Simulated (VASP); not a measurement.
# NaI (Fm-3m) in VASP: a series of runs

Runs on NaI. Level: PBE. Tasks: single point.

All numbers are computed with VASP 6.6.1; they aren't measurements. Logs are shortened: lines on timing, memory, paths and dates and some standing lists are left out, and cuts for length are marked.

**1. The cell of the first run**

The structure is cubic, space group Fm-3m (No. 225). Conventional cell: a = 5.451 Å, b = 5.451 Å, c = 5.451 Å, α = 90.00°, β = 90.00°, γ = 90.00°. Within 3.6 Å of Na (site symmetry m-3m) lie 6 I at 2.73 Å. Within 3.6 Å of I (site symmetry m-3m) lie 6 Na at 2.73 Å.

**2. Single point, PBE**

File INCAR:

```
SYSTEM = NaI
PREC = Accurate ; ENCUT = 500
EDIFF = 1E-6 ; ISMEAR = 0
SIGMA = 0.01 ; LREAL = .False.
LASPH = .True. ; NELM = 120
ALGO = Normal ; ISIF = 2
LWAVE = .False. ; LCHARG = .True.
GGA = PE ; LELF = .True.
LVHAR = .True. ; NBANDS = 14
GGA_COMPAT = .False.
```

File KPOINTS:

```
regular mesh
0
Gamma
  2 2 2
  0 0 0
```

File POSCAR:

```
NaI
1.0
    0.0000000000      2.7253065100      2.7253065100
    2.7253065100      0.0000000000      2.7253065100
    2.7253065100      2.7253065100      0.0000000000
Na I
1 1
Direct
    0.0000000000      0.0000000000      0.0000000000
    0.5000000000      0.5000000000      0.5000000000
```

Potentials or basis: VASP PAW PBE potentials, release 64 (Na_pv, I).

The run is started by

```console
$ cat potpaw_PBE.64/Na_pv/POTCAR potpaw_PBE.64/I/POTCAR > POTCAR
$ mpirun -np 1 vasp_std > vasp.out
```

OUTCAR:

```text
SYSTEM = NaI
   PREC = Accurate
   ENCUT = 500
   EDIFF = 1E-6
   ISMEAR = 0
   LREAL = .False.
   LASPH = .True.
   NELM = 120
   ISIF = 2
   GGA = PE

 ion  position               nearest neighbor table
   1  0.000  0.000  0.000-   2 2.73   2 2.73   2 2.73   2 2.73   2 2.73   2 2.73
   2  0.500  0.500  0.500-   1 2.73   1 2.73   1 2.73   1 2.73   1 2.73   1 2.73

  LATTYP: Found a face centered cubic cell.
 ALAT       =     5.4506130200

  Lattice vectors:

 A1 = (   0.0000000000,   2.7253065100,   2.7253065100)
 A2 = (   2.7253065100,   0.0000000000,   2.7253065100)
 A3 = (   2.7253065100,   2.7253065100,   0.0000000000)

Analysis of symmetry for initial positions (statically):
=====================================================================
 Subroutine PRICEL returns:
 Original cell was already a primitive cell.

 Routine SETGRP: Setting up the symmetry group for a
 face centered cubic supercell.

 Subroutine GETGRP returns: Found 48 space group operations
 (whereof 48 operations were pure point group operations)
 out of a pool of 48 trial point group operations.

The static configuration has the point symmetry O_h .

Analysis of symmetry for dynamics (positions and initial velocities):
=====================================================================
 Subroutine PRICEL returns:
 Original cell was already a primitive cell.

 Routine SETGRP: Setting up the symmetry group for a
 face centered cubic supercell.

 Subroutine GETGRP returns: Found 48 space group operations
 (whereof 48 operations were pure point group operations)
 out of a pool of 48 trial point group operations.

The dynamic configuration has the point symmetry O_h .

 Subroutine INISYM returns: Found 48 space group operations
 (whereof 48 operations are pure point group operations),
 and found     1 'primitive' translations

----------------------------------------------------------------------------------------

                                     Primitive cell

  volume of cell :      40.4833

  direct lattice vectors                    reciprocal lattice vectors
     0.000000000  2.725306510  2.725306510    -0.183465602  0.183465602  0.183465602
     2.725306510  0.000000000  2.725306510     0.183465602 -0.183465602  0.183465602
     2.725306510  2.725306510  0.000000000     0.183465602  0.183465602 -0.183465602

  length of vectors
     3.854165428  3.854165428  3.854165428     0.317771744  0.317771744  0.317771744

  position of ions in fractional coordinates (direct lattice)
     0.000000000  0.000000000  0.000000000
     0.500000000  0.500000000  0.500000000

  ion indices of the primitive-cell ions
[... 66 lines left out ...]
   EMIN   =  10.00;   EMAX   =-10.00  energy-range for DOS
   EFERMI =   0.00;   METHOD = LEGACY
   ISMEAR =     0;   SIGMA  =   0.01  broadening in eV -4-tet -1-fermi 0-gaus
   EFERMI_NEDOS =   21; number of points for ismear=-14 and -15
   IALGO  =     38    algorithm
   IMIX   =      4    mixing-type and parameters
     AMIX     =   0.40;   BMIX     =  1.00
     AMIX_MAG =   1.60;   BMIX_MAG =  1.00
  volume/ion in A,a.u.               =      20.24       136.60
  Fermi-wavevector in a.u.,A,eV,Ry     =   1.149103  2.171489 17.965635  1.320437
  Thomas-Fermi vector in A             =   2.285774
   LORBIT       =      0    0 simple, 1 ext, 2 COOP (PROOUT), +10 PAW based schemes
   GGA     = PE    functional components
   LHFCALC =     F    Hartree Fock is set to
   AEXX    =    0.0000 exact exchange contribution
   IVDW    =     0    specifies the selected vdW correction
   LEPSILON=     F    determine dielectric tensor
   LRPA    =     F    only Hartree local field effects (RPA)
 non-spin polarized calculation
 Gauss-broadening in eV      SIGMA  =   0.01
  energy-cutoff  :      500.00
  volume of cell :       40.48
 maximum number of plane-waves:      1056
 NGX is ok and might be reduce to    28
   NGX = 13   NGY = 13   NGZ = 13

 number of electron      14.0000001 magnetization

 Free energy of the ion-electron system (eV)
  ---------------------------------------------------
  ext. energy  EPLUGINS =         0.00000000
  ---------------------------------------------------
  free energy    TOTEN  =        -2.56253803 eV

  energy without entropy =       -2.56253803  energy(sigma->0) =       -2.56253803

 E-fermi :   6.1868     XC(G=0):  -9.8591

 val. band max:        6.1351153041   @ k =   0.0000   0.0000   0.0000
 cond. band min:       9.9035292820   @ k =   0.5000   0.5000   0.0000
 fundamental gap:      3.7684139779
 Fermi energy:         6.1867638624

 k-point     1 :       0.0000    0.0000    0.0000
  band No.  band energies     occupation
      1     -17.0144      2.00000
      2     -17.0144      2.00000
      3     -17.0144      2.00000
      4      -7.1350      2.00000
      5       6.1351      2.00000
      6       6.1351      2.00000
      7       6.1351      2.00000
      8      11.9986      0.00000
      9      13.4434      0.00000
     10      13.4434      0.00000
     11      13.4434      0.00000
     12      16.1303      0.00000
     13      16.3684      0.00000
     14      16.3684      0.00000
[... 20 lines left out ...]
      1     -17.0569      2.00000
      2     -17.0312      2.00000
      3     -17.0312      2.00000
      4      -5.5738      2.00000
      5       1.7507      2.00000
      6       4.3002      2.00000
      7       4.3002      2.00000
      8       9.9035      0.00000
      9      10.6379      0.00000
     10      19.2622      0.00000
     11      19.8187      0.00000
     12      20.6685      0.00000
     13      20.6685      0.00000
     14      21.6428      0.00000

------------------------ aborting loop because EDIFF is reached ----------------------------------------

  FORCE on cell =-STRESS in cart. coord.  units (eV):
  Direction    XX          YY          ZZ          XY          YZ          ZX
  --------------------------------------------------------------------------------------
  -------------------------------------------------------------------------------------
  Total        9.7288490      9.7288490      9.7288490     -0.0000000     -0.0000000      0.0000000
  in kB      385.0312590    385.0312590    385.0312590     -0.0000000     -0.0000000      0.0000000
  external PRESSURE =     385.0312590 kB  Pullay stress =       0.0000000 kB

 VOLUME and BASIS-vectors are now :
 -----------------------------------------------------------------------------
  energy-cutoff  :      500.00
  volume of cell :       40.48
      direct lattice vectors                 reciprocal lattice vectors
     0.000000000  2.725306510  2.725306510    -0.183465602  0.183465602  0.183465602
     2.725306510  0.000000000  2.725306510     0.183465602 -0.183465602  0.183465602
     2.725306510  2.725306510  0.000000000     0.183465602  0.183465602 -0.183465602

 POSITION                                       TOTAL-FORCE (eV/Angst)
 -----------------------------------------------------------------------------------
      0.00000      0.00000      0.00000         0.000000      0.000000      0.000000
      2.72531      2.72531      2.72531        -0.000000      0.000000     -0.000000
 -----------------------------------------------------------------------------------
    total drift:                                0.000000      0.000000      0.000000

  FREE ENERGIE OF THE ION-ELECTRON SYSTEM (eV)
  ---------------------------------------------------
  free  energy   TOTEN  =        -2.5625380262 eV

  energy  without entropy=       -2.5625380262  energy(sigma->0) =       -2.56253803
```

stdout:

```text
POSCAR found type information on POSCAR NaI
 POSCAR found :  2 types and       2 ions
 scaLAPACK will be used
 LDA part: xc-table for (Slater+PW92), standard interpolation
 POSCAR, INCAR and KPOINTS ok, starting setup
 FFT: planning ... GRIDC
 FFT: planning ... GRID_SOFT
 FFT: planning ... GRID
 WAVECAR not read
 entering main loop
```

It took 5.6 s on 1 thread of AMD EPYC 7R13, shared host; peak memory 0.12 GiB.

Results:

- Free energy: -2.5625 eV
- Pressure: 38.5 GPa
- Band gap on the k mesh: 3.77 eV, indirect (least direct gap 5.60 eV)

Caveat: the k points lie up to 1.00 Å⁻¹ apart; spin-orbit coupling is left out, which moves the levels of the heavy elements. A k mesh can miss the band edges.

**3. Single point, PBE**

This run uses another cell than the first one, of 22.83 Å³/atom, 1.128 times its volume.

File INCAR:

```
PREC = Accurate
ENCUT = 500
EDIFF = 1E-6
ISMEAR = 0
SIGMA = 0.01
LREAL = F
LASPH = T
NELM = 120
ALGO = Normal
ISIF = 2
LWAVE = F
LCHARG = F
GGA = PE
NBANDS = 14
GGA_COMPAT = F
```

File KPOINTS:

```
Automatic mesh
0
Gamma
  2 2 2
```

File POSCAR:

```
NaI
1.0
    0.0000000000      2.8366648300      2.8366648300
    2.8366648300      0.0000000000      2.8366648300
    2.8366648300      2.8366648300      0.0000000000
Na I
1 1
Direct
    0.0000000000      0.0000000000      0.0000000000
    0.5000000000      0.5000000000      0.5000000000
```

Potentials or basis: VASP PAW PBE potentials, release 64 (Na_pv, I).

The run is started by

```console
$ cat potpaw_PBE.64/Na_pv/POTCAR potpaw_PBE.64/I/POTCAR > POTCAR
$ mpirun -np 1 vasp_std > vasp.out
```

Run time: 5.6 s. Hardware: 1 thread of AMD EPYC 7R13, shared host; peak memory 0.13 GiB.

Results (log left out):

| Item | Value |
| --- | --- |
| Free energy | -3.5506 eV |
| Pressure | 24.0 GPa |
| Band gap on the k mesh | 4.33 eV, indirect (least direct gap 5.13 eV) |

Levels at points of the mesh, in eV from the valence-band top:
| k point | band 3 | band 4 | band 5 | band 6 | band 7 | band 8 | band 9 | band 10 | band 11 | band 12 |
| --- | --- | --- | --- | --- | --- | --- | --- | --- | --- | --- |
| (0.00, 0.00, 0.00) | -22.87 | -12.52 | 0.00 | 0.00 | 0.00 | 5.13 | 7.54 | 7.54 | 7.54 | 10.15 |
| (0.50, 0.00, 0.00) | -22.87 | -11.54 | -4.11 | -0.67 | -0.67 | 4.97 | 7.48 | 7.48 | 10.53 | 12.55 |
| (0.50, 0.50, 0.00) | -22.88 | -11.35 | -3.66 | -1.51 | -1.51 | 4.33 | 4.50 | 12.74 | 12.75 | 13.74 |

Caveat: the k points lie up to 0.96 Å⁻¹ apart; spin-orbit coupling is left out, which moves the levels of the heavy elements. A hybrid or GW would open this gap; PBE tends to underestimate it.

(Continued in part 2 of 2.)
